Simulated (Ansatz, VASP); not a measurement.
## PbS: VASP beside Ansatz

```
CELL_PARAMETERS angstrom
3.31360 0.00000 0.00000
0.00000 3.31360 0.00000
0.00000 0.00000 3.45767
ATOMIC_POSITIONS crystal
Pb 0.00000 0.00000 0.00000
S 0.50000 0.50000 0.50000
```

Change from the starting cell: strain -0.080 along x and y, -0.040 along z, atoms carried along.

Alike in both runs: task single point; functional PBE; dispersion D3(BJ); k mesh 16 × 16 × 16; occupations gaussian, width 0.15 eV; no spin polarisation.

|  | VASP | Ansatz |
| --- | --- | --- |
| version | VASP 6.6.1 | Ansatz 0.2.0 |
| potentials or method | VASP PAW PBE potentials, release 64 (Pb_d, S), cutoff 520 eV | scalar-relativistic, plane waves, PAW |
| valence electrons in the cell | 20 | 20 |

|  | VASP | Ansatz | Ansatz less VASP |
| --- | --- | --- | --- |
| gap on the k mesh at the Fermi level (eV) | none | none | - |
| pressure (GPa) | 19.2 | 19.3 | +0.10 |
| traceless stress, the component that is largest in VASP (GPa) | -3.34 | -3.35 | -0.006 |

A gap of «none» marks a metal or a gap that the smearing closes.

Neither program's run includes spin-orbit coupling.
